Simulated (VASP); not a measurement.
# Ta3AlN4 (P4/mmm) in VASP: notebook

The runs below take Ta3AlN4 through single point, relaxation of cell and atoms, with PBE.

Program: VASP 6.6.1. These are calculated values, not measurements. Logs are shortened: lines on timing, memory, paths and dates and some standing lists are left out, and cuts for length are marked.

### Step 1. The cell of the first run

The structure is tetragonal, space group P4/mmm (No. 123). Conventional cell: a = 3.081 Å, b = 3.081 Å, c = 8.745 Å, α = 90.00°, β = 90.00°, γ = 90.00°. Within 2.8 Å of Ta (site symmetry 4mm) lie 6 N at 2.14 to 2.24 Å. Ta (site symmetry 4/mmm) has 6 N at 2.18 to 2.37 Å within 2.9 Å. Within 2.7 Å of Al (site symmetry 4/mmm) lie 6 N at 2.00 to 2.18 Å. N (site symmetry 4/mmm) has 6 Ta at 2.14 to 2.18 Å within 2.8 Å. N (site symmetry 4mm) has 1 Al at 2.00 Å and 5 Ta at 2.19 to 2.37 Å within 2.7 Å. N (site symmetry 4/mmm) has 4 Al at 2.18 Å and 2 Ta at 2.24 Å and 12 N at 2.96 to 3.08 Å within 3.1 Å.

### Step 2. Single point, PBE

File INCAR:

```
PREC = Accurate
ENCUT = 520
EDIFF = 1E-6
ISMEAR = 0
SIGMA = 0.1
LREAL = False
LASPH = True
NELM = 60
ALGO = Normal
ISIF = 2
LWAVE = False
LCHARG = False
GGA = PE
NBANDS = 38
```

File KPOINTS:

```
regular mesh
0
Gamma
  12 12 4
```

File POSCAR:

```
Ta3AlN4
1.0
    3.0808208338      0.0000000000      0.0000000000
    0.0000000000      3.0808208338      0.0000000000
    0.0000000000      0.0000000000      8.7452602536
Ta Al N
3 1 4
Direct
    0.0000000000      0.0000000000      0.7555695138
    0.5000000000      0.5000000000      0.0000000000
    0.0000000000      0.0000000000      0.2444304862
    0.5000000000      0.5000000000      0.5000000000
    0.0000000000      0.0000000000      0.0000000000
    0.5000000000      0.5000000000      0.2708221358
    0.0000000000      0.0000000000      0.5000000000
    0.5000000000      0.5000000000      0.7291778642
```

Potentials or basis: VASP PAW PBE potentials, release 64 (Ta_pv, Al, N).

On the command line:

```sh
> cat potpaw_PBE.64/Ta_pv/POTCAR potpaw_PBE.64/Al/POTCAR potpaw_PBE.64/N/POTCAR > POTCAR
> mpirun -np 1 vasp_std > vasp.out
```

OUTCAR:

```text
PREC = Accurate
   ENCUT = 520
   EDIFF = 1E-6
   ISMEAR = 0
   LREAL = False
   LASPH = True
   NELM = 60
   ISIF = 2
   GGA = PE

 ion  position               nearest neighbor table
   1  0.000  0.000  0.756-   5 2.14   8 2.19   8 2.19   8 2.19   8 2.19   7 2.24   2 3.05   2 3.05
                             2 3.05   2 3.05   4 3.12   4 3.12   4 3.12   4 3.12
   2  0.500  0.500  0.000-   5 2.18   5 2.18   5 2.18   5 2.18   8 2.37   6 2.37   3 3.05   3 3.05
                             1 3.05   3 3.05   1 3.05   1 3.05   3 3.05   1 3.05
   3  0.000  0.000  0.244-   5 2.14   6 2.19   6 2.19   6 2.19   6 2.19   7 2.24   2 3.05   2 3.05
                             2 3.05   2 3.05   4 3.12   4 3.12   4 3.12   4 3.12
   4  0.500  0.500  0.500-   6 2.00   8 2.00   7 2.18   7 2.18   7 2.18   7 2.18   3 3.12   3 3.12
                             1 3.12   3 3.12   1 3.12   1 3.12   3 3.12   1 3.12
   5  0.000  0.000  0.000-   1 2.14   3 2.14   2 2.18   2 2.18   2 2.18   2 2.18
   6  0.500  0.500  0.271-   4 2.00   3 2.19   3 2.19   3 2.19   3 2.19   2 2.37
   7  0.000  0.000  0.500-   4 2.18   4 2.18   4 2.18   4 2.18   1 2.24   3 2.24
   8  0.500  0.500  0.729-   4 2.00   1 2.19   1 2.19   1 2.19   1 2.19   2 2.37

  LATTYP: Found a simple tetragonal cell.
 ALAT       =     3.0808208338
 C/A-ratio  =     2.8386137089

  Lattice vectors:

 A1 = (   3.0808208338,   0.0000000000,   0.0000000000)
 A2 = (   0.0000000000,   3.0808208338,   0.0000000000)
 A3 = (   0.0000000000,   0.0000000000,   8.7452602536)

Analysis of symmetry for initial positions (statically):
=====================================================================
 Subroutine PRICEL returns:
 Original cell was already a primitive cell.

 Routine SETGRP: Setting up the symmetry group for a
 simple tetragonal supercell.

 Subroutine GETGRP returns: Found 16 space group operations
 (whereof 16 operations were pure point group operations)
 out of a pool of 16 trial point group operations.

The static configuration has the point symmetry D_4h.

Analysis of symmetry for dynamics (positions and initial velocities):
=====================================================================
 Subroutine PRICEL returns:
 Original cell was already a primitive cell.

 Routine SETGRP: Setting up the symmetry group for a
 simple tetragonal supercell.

 Subroutine GETGRP returns: Found 16 space group operations
 (whereof 16 operations were pure point group operations)
 out of a pool of 16 trial point group operations.

The dynamic configuration has the point symmetry D_4h.

 Subroutine INISYM returns: Found 16 space group operations
 (whereof 16 operations are pure point group operations),
 and found     1 'primitive' translations

----------------------------------------------------------------------------------------

                                     Primitive cell

  volume of cell :      83.0053

  direct lattice vectors                    reciprocal lattice vectors
     3.080820834  0.000000000  0.000000000     0.324588820  0.000000000  0.000000000
     0.000000000  3.080820834  0.000000000     0.000000000  0.324588820  0.000000000
     0.000000000  0.000000000  8.745260254     0.000000000  0.000000000  0.114347655

  length of vectors
     3.080820834  3.080820834  8.745260254     0.324588820  0.324588820  0.114347655

  position of ions in fractional coordinates (direct lattice)
     0.000000000  0.000000000  0.755569514
     0.500000000  0.500000000  0.000000000
     0.000000000  0.000000000  0.244430486
     0.500000000  0.500000000  0.500000000
     0.000000000  0.000000000  0.000000000
     0.500000000  0.500000000  0.270822136
     0.000000000  0.000000000  0.500000000
     0.500000000  0.500000000  0.729177864

  ion indices of the primitive-cell ions
   primitive index   ion index
                 1           1
                 2           2
                 3           3
                 4           4
                 5           5
                 6           6
                 7           7
[... 49 lines left out ...]
   GGA     = PE    functional components
   LHFCALC =     F    Hartree Fock is set to
   AEXX    =    0.0000 exact exchange contribution
   IVDW    =     0    specifies the selected vdW correction
   LEPSILON=     F    determine dielectric tensor
   LRPA    =     F    only Hartree local field effects (RPA)
 non-spin polarized calculation
 Gauss-broadening in eV      SIGMA  =   0.10
  energy-cutoff  :      520.00
  volume of cell :       83.01
 maximum number of plane-waves:      2268
 NGX is ok and might be reduce to    24
   NGX = 11   NGY = 11   NGZ = 33

 number of electron      56.0000010 magnetization

 Free energy of the ion-electron system (eV)
  ---------------------------------------------------
  ext. energy  EPLUGINS =         0.00000000
  ---------------------------------------------------
  free energy    TOTEN  =       -79.42989465 eV

  energy without entropy =      -79.41129533  energy(sigma->0) =      -79.42059499

 E-fermi :   9.7376     XC(G=0): -13.0089

 val. band max:        9.7255932882   @ k =   0.4167   0.2500   0.2500
 cond. band min:       9.7510123578   @ k =   0.2500   0.2500   0.0000
 fundamental gap:      0.0254190696
 Fermi energy:         9.7376484357

 k-point     1 :       0.0000    0.0000    0.0000
  band No.  band energies     occupation
      1     -26.5584      2.00000
      2     -26.3196      2.00000
      3     -26.1664      2.00000
      4     -26.1664      2.00000
      5     -26.0469      2.00000
      6     -26.0469      2.00000
[... 30 lines left out ...]
     37      11.8706      0.00000
     38      12.5893      0.00000

 k-point     2 :       0.0833    0.0000    0.0000
  band No.  band energies     occupation
      1     -26.5507      2.00000
      2     -26.3485      2.00000
      3     -26.1741      2.00000
      4     -26.1582      2.00000
      5     -26.1038      2.00000
      6     -26.0427      2.00000
[... 30 lines left out ...]
     37      12.2693      0.00000
     38      12.8452      0.00000
[... 859 lines left out ...]
     37      13.6257      0.00000
     38      13.6505      0.00000

 k-point    24 :       0.4167    0.3333    0.0000
  band No.  band energies     occupation
      1     -26.6017      2.00000
      2     -26.5584      2.00000
      3     -26.5020      2.00000
      4     -26.3450      2.00000
      5     -26.3188      2.00000
      6     -26.2172      2.00000
[... 30 lines left out ...]
     37      13.9430      0.00000
     38      14.1873      0.00000

 [... further k-points ...]

------------------------ aborting loop because EDIFF is reached ----------------------------------------

  FORCE on cell =-STRESS in cart. coord.  units (eV):
  Direction    XX          YY          ZZ          XY          YZ          ZX
  --------------------------------------------------------------------------------------
  -------------------------------------------------------------------------------------
  Total        0.3013038      0.3013038      0.2523425      0.0000000      0.0000000      0.0000000
  in kB        5.8158014      5.8158014      4.8707437      0.0000000      0.0000000      0.0000000
  external PRESSURE =       5.5007822 kB  Pullay stress =       0.0000000 kB

 VOLUME and BASIS-vectors are now :
 -----------------------------------------------------------------------------
  energy-cutoff  :      520.00
  volume of cell :       83.01
      direct lattice vectors                 reciprocal lattice vectors
     3.080820834  0.000000000  0.000000000     0.324588820  0.000000000  0.000000000
     0.000000000  3.080820834  0.000000000     0.000000000  0.324588820  0.000000000
     0.000000000  0.000000000  8.745260254     0.000000000  0.000000000  0.114347655

 POSITION                                       TOTAL-FORCE (eV/Angst)
 -----------------------------------------------------------------------------------
      0.00000      0.00000      6.60765        -0.000000      0.000000     -0.011722
      1.54041      1.54041      0.00000         0.000000      0.000000      0.000000
      0.00000      0.00000      2.13761         0.000000      0.000000      0.011722
      1.54041      1.54041      4.37263         0.000000      0.000000      0.000000
      0.00000      0.00000      0.00000         0.000000      0.000000      0.000000
      1.54041      1.54041      2.36841         0.000000     -0.000000      0.022221
      0.00000      0.00000      4.37263         0.000000      0.000000      0.000000
      1.54041      1.54041      6.37685        -0.000000      0.000000     -0.022221
 -----------------------------------------------------------------------------------
    total drift:                                0.000000     -0.000000     -0.000000

  FREE ENERGIE OF THE ION-ELECTRON SYSTEM (eV)
  ---------------------------------------------------
  free  energy   TOTEN  =       -79.4298946532 eV

  energy  without entropy=      -79.4112953261  energy(sigma->0) =      -79.42059499
```

Run time: 1.8 min. Hardware: 1 thread of Intel Xeon 6975P-C (Granite Rapids), shared host; peak memory 0.34 GiB.

What came out:

```yaml
Free_energy: -79.4299 eV
Pressure: 0.6 GPa
Largest_force: 0.022 eV/Å
Band_gap_on_the_k_mesh: zero (bands 28 and 29 overlap by 2.88 eV)
```

Forces in eV/Å, atoms in the order of the input:
```
Ta   0.000  0.000 -0.012
Ta   0.000  0.000  0.000
Ta   0.000  0.000  0.012
Al   0.000  0.000  0.000
N    0.000  0.000  0.000
N    0.000  0.000  0.022
N    0.000  0.000  0.000
N    0.000  0.000 -0.022
```

Stress tensor (GPa, compression positive):
```
0.58 0.00 0.00
0.00 0.58 0.00
0.00 0.00 0.49
```

Levels at points of the mesh, in eV from the Fermi level:
```
           k point  band 26  band 27  band 28  band 29  band 30  band 31
(0.00, 0.00, 0.00)    -3.17    -3.17    -2.69    -1.48    -1.48     0.40
(0.50, 0.00, 0.00)     0.32     0.72     0.90     1.04     1.18     1.70
(0.50, 0.50, 0.00)    -4.47    -3.89     0.25     0.25     1.20     2.40
(0.00, 0.00, 0.50)    -3.50    -3.50    -2.62    -0.91    -0.91     0.46
(0.50, 0.00, 0.50)     0.07     0.33     1.01     1.43     1.51     1.57
(0.50, 0.50, 0.50)    -3.53    -3.53    -0.70    -0.70     2.53     2.78
```

Caveat: spin-orbit coupling is left out, which moves the levels of the heavy elements.

### Step 3. Relaxation of cell and atoms, PBE

This run uses another cell than the first one, of 13.38 Å³/atom.

File INCAR:

```
SYSTEM = Ta3AlN4
ALGO = Normal
EDIFF = 1E-6
EDIFFG = -0.04
ENCUT = 600
GGA = PE
IBRION = 2
ISIF = 3
ISMEAR = 0
LASPH = .True.
LCHARG = .False.
LREAL = .False.
LWAVE = .False.
NELM = 80
NSW = 90
PREC = Accurate
SIGMA = 0.1
```

File KPOINTS:

```
k-points
0
Gamma
  6 6 2
  0 0 0
```

File POSCAR:

```
Ta3AlN4
1.0
    3.3573092400      0.0000000000      0.0000000000
    0.0000000000      3.3573092400      0.0000000000
    0.0000000000      0.0000000000      9.4959045300
Ta Al N
3 1 4
Direct
    0.0000000000      0.0000000000      0.7500000000
    0.5000000000      0.5000000000      0.0000000000
    0.0000000000      0.0000000000      0.2500000000
    0.5000000000      0.5000000000      0.5000000000
    0.0000000000      0.0000000000      0.0000000000
    0.5000000000      0.5000000000      0.2500000000
    0.0000000000      0.0000000000      0.5000000000
    0.5000000000      0.5000000000      0.7500000000
```

Potentials or basis: VASP PAW PBE potentials, release 64 (Ta_pv, Al, N).

On the command line:

```sh
> cat potpaw_PBE.64/Ta_pv/POTCAR potpaw_PBE.64/Al/POTCAR potpaw_PBE.64/N/POTCAR > POTCAR
> mpirun -np 1 vasp_std > vasp.out
```

Wall time 6.8 min (1 thread of Intel Xeon 6975P-C (Granite Rapids), shared host); peak memory 0.3 GiB.

It converged, with:

```
Free energy                           : -79.4295 eV
Relaxed volume                        : 10.39 Å³/atom
Relaxed cell                          : a = 3.085 Å, b = 3.085 Å, c = 8.739 Å, α = 90.00°, β = 90.00°, γ = 90.00°
Space group after relaxing (to 0.1 Å) : P4/mmm (No. 123)
Pressure after relaxing               : -0.1 GPa
Largest force after relaxing          : 0.035 eV/Å
Band gap on the k mesh                : zero (bands 28 and 29 overlap by 2.49 eV)
```

Forces in eV/Å, atoms in the order of the input:
```
Ta   0.000  0.000  0.009
Ta   0.000  0.000  0.000
Ta   0.000  0.000 -0.009
Al   0.000  0.000  0.000
N    0.000  0.000  0.000
N    0.000  0.000  0.035
N    0.000  0.000  0.000
N    0.000  0.000 -0.035
```

Final structure:
```
CELL_PARAMETERS angstrom
3.08480 0.00000 0.00000
0.00000 3.08480 0.00000
0.00000 0.00000 8.73876
ATOMIC_POSITIONS crystal
Ta 0.00000 0.00000 0.75654
Ta 0.50000 0.50000 0.00000
Ta 0.00000 0.00000 0.24346
Al 0.50000 0.50000 0.50000
N 0.00000 0.00000 0.00000
N 0.50000 0.50000 0.27255
N 0.00000 0.00000 0.50000
N 0.50000 0.50000 0.72745
```

Levels at points of the mesh, in eV from the Fermi level:
| k point | band 25 | band 26 | band 27 | band 28 | band 29 | band 30 | band 31 | band 32 |
| --- | --- | --- | --- | --- | --- | --- | --- | --- |
| (0.00, 0.00, 0.00) | -3.25 | -3.12 | -3.12 | -2.68 | -1.52 | -1.52 | 0.40 | 0.42 |
| (0.50, 0.00, 0.00) | -3.71 | 0.19 | 0.67 | 0.83 | 1.00 | 1.04 | 1.58 | 2.02 |
| (0.50, 0.50, 0.00) | -4.46 | -4.46 | -3.85 | 0.28 | 0.28 | 1.26 | 2.50 | 2.50 |
| (0.00, 0.00, 0.50) | -4.08 | -3.44 | -3.44 | -2.61 | -0.96 | -0.96 | 0.41 | 1.21 |
| (0.50, 0.00, 0.50) | -3.76 | -0.06 | 0.23 | 0.97 | 1.38 | 1.39 | 1.55 | 1.68 |
| (0.50, 0.50, 0.50) | -5.00 | -3.59 | -3.59 | -0.61 | -0.61 | 2.65 | 2.72 | 3.33 |

Caveat: the volume moved by over 15 % at a fixed basis, so the end points are rough; spin-orbit coupling is left out, which moves the levels of the heavy elements.

### Step 4. Single point, PBE, collinear spin

File INCAR:

```
PREC = Accurate ; ENCUT = 520
EDIFF = 1E-6 ; ISMEAR = 0
SIGMA = 0.1 ; LREAL = False
LASPH = True ; NELM = 150
ALGO = Normal ; ISIF = 2
LWAVE = False ; LCHARG = False
ISPIN = 2 ; MAGMOM = 1 1 1 0 0 0 0 0
LORBIT = 11 ; LMAXMIX = 4
GGA = PE ; NBANDS = 42
```

File KPOINTS:

```
regular mesh
0
Gamma
  6 6 2
```

File POSCAR:

```
Ta3AlN4
1.0
    3.0825520390      0.0000000000      0.0000000000
    0.0000000000      3.0825520390      0.0000000000
    0.0000000000      0.0000000000      8.7366198750
Ta Al N
3 1 4
Direct
    0.0000000000      0.0000000000      0.7566319578
    0.5000000000      0.5000000000      0.0000000000
    0.0000000000      0.0000000000      0.2433680422
    0.5000000000      0.5000000000      0.5000000000
    0.0000000000      0.0000000000      0.0000000000
    0.5000000000      0.5000000000      0.2726315620
    0.0000000000      0.0000000000      0.5000000000
    0.5000000000      0.5000000000      0.7273684380
```

On the command line:

```sh
> cat potpaw_PBE.64/Ta_pv/POTCAR potpaw_PBE.64/Al/POTCAR potpaw_PBE.64/N/POTCAR > POTCAR
> mpirun -np 1 vasp_std > vasp.out
```

Wall time 68 s (1 thread of Intel Xeon 6975P-C (Granite Rapids), shared host); peak memory 0.28 GiB.

Results (log left out):

```yaml
Free_energy: -79.3862 eV
Pressure: 0.5 GPa
Largest_force: 0.020 eV/Å
Band_gap_on_the_k_mesh: zero (filled and empty bands overlap)
Net_moment: 0.00 μB per cell
Valence_electrons_inside_the_program's_atomic_spheres: Ta 8.94, 8.97 (each value once); Al 0.66; N 3.80, 3.77, 3.72 (each value once)
```

Forces in eV/Å, atoms in the order of the input:
```
Ta   0.000  0.000 -0.013
Ta   0.000  0.000  0.000
Ta   0.000  0.000  0.013
Al   0.000  0.000  0.000
N    0.000  0.000  0.000
N    0.000  0.000  0.020
N    0.000  0.000  0.000
N    0.000  0.000 -0.020
```

Stress tensor (GPa, compression positive):
```
0.58 0.00 0.00
0.00 0.58 0.00
0.00 0.00 0.48
```

Levels at points of the mesh, in eV from the Fermi level:
Spin up:
| k point | band 25 | band 26 | band 27 | band 28 | band 29 | band 30 | band 31 | band 32 |
| --- | --- | --- | --- | --- | --- | --- | --- | --- |
| (0.00, 0.00, 0.00) | -3.25 | -3.12 | -3.12 | -2.68 | -1.52 | -1.52 | 0.41 | 0.43 |
| (0.50, 0.00, 0.00) | -3.70 | 0.19 | 0.67 | 0.83 | 1.00 | 1.04 | 1.59 | 2.03 |
| (0.50, 0.50, 0.00) | -4.46 | -4.46 | -3.84 | 0.28 | 0.28 | 1.27 | 2.52 | 2.52 |
| (0.00, 0.00, 0.50) | -4.09 | -3.43 | -3.43 | -2.61 | -0.96 | -0.96 | 0.42 | 1.22 |
| (0.50, 0.00, 0.50) | -3.75 | -0.06 | 0.23 | 0.98 | 1.38 | 1.38 | 1.56 | 1.68 |
| (0.50, 0.50, 0.50) | -4.99 | -3.60 | -3.60 | -0.61 | -0.61 | 2.67 | 2.73 | 3.34 |
Spin down:
| k point | band 25 | band 26 | band 27 | band 28 | band 29 | band 30 | band 31 | band 32 |
| --- | --- | --- | --- | --- | --- | --- | --- | --- |
| (0.00, 0.00, 0.00) | -3.25 | -3.12 | -3.12 | -2.68 | -1.52 | -1.52 | 0.41 | 0.43 |
| (0.50, 0.00, 0.00) | -3.70 | 0.19 | 0.67 | 0.83 | 1.00 | 1.04 | 1.59 | 2.03 |
| (0.50, 0.50, 0.00) | -4.46 | -4.46 | -3.84 | 0.28 | 0.28 | 1.27 | 2.52 | 2.52 |
| (0.00, 0.00, 0.50) | -4.09 | -3.43 | -3.43 | -2.61 | -0.96 | -0.96 | 0.42 | 1.22 |
| (0.50, 0.00, 0.50) | -3.75 | -0.06 | 0.23 | 0.98 | 1.38 | 1.38 | 1.56 | 1.68 |
| (0.50, 0.50, 0.50) | -4.99 | -3.60 | -3.60 | -0.61 | -0.61 | 2.67 | 2.73 | 3.34 |

Caveat: spin-orbit coupling is left out, which moves the levels of the heavy elements.

### Step 5. Overview

```csv
task,spin,cell,k mesh,cutoff (eV),gap on the mesh (eV),pressure (GPa),largest force (eV/Å)
single point,off,"a = 3.081, b = 3.081, c = 8.745 Å, 8 atoms, atomic positions A",12 × 12 × 4,520,none,0.6,0.02
relaxation of cell and atoms,off,"relaxed from a = 3.357, b = 3.357, c = 9.496 Å, 8 atoms, atomic positions B",6 × 6 × 2,600,none,-0.1,0.03
single point,collinear,"a = 3.083, b = 3.083, c = 8.737 Å, 8 atoms, atomic positions C",6 × 6 × 2,520,none,0.5,0.02
```

Alike in all rows: level PBE; potentials or basis VASP PAW PBE potentials, release 64 (Ta_pv, Al, N); smearing gaussian 0.1 eV.

Caveats: spin-orbit coupling is left out, which moves the levels of the heavy elements; the volume moved by over 15 % at a fixed basis, so the end points are rough (at least some runs).

Total energies depend on the potentials used, so only differences within one code and one set of settings carry meaning.

The gap in the log of VASP goes by the Fermi energy; the results here count the filled bands.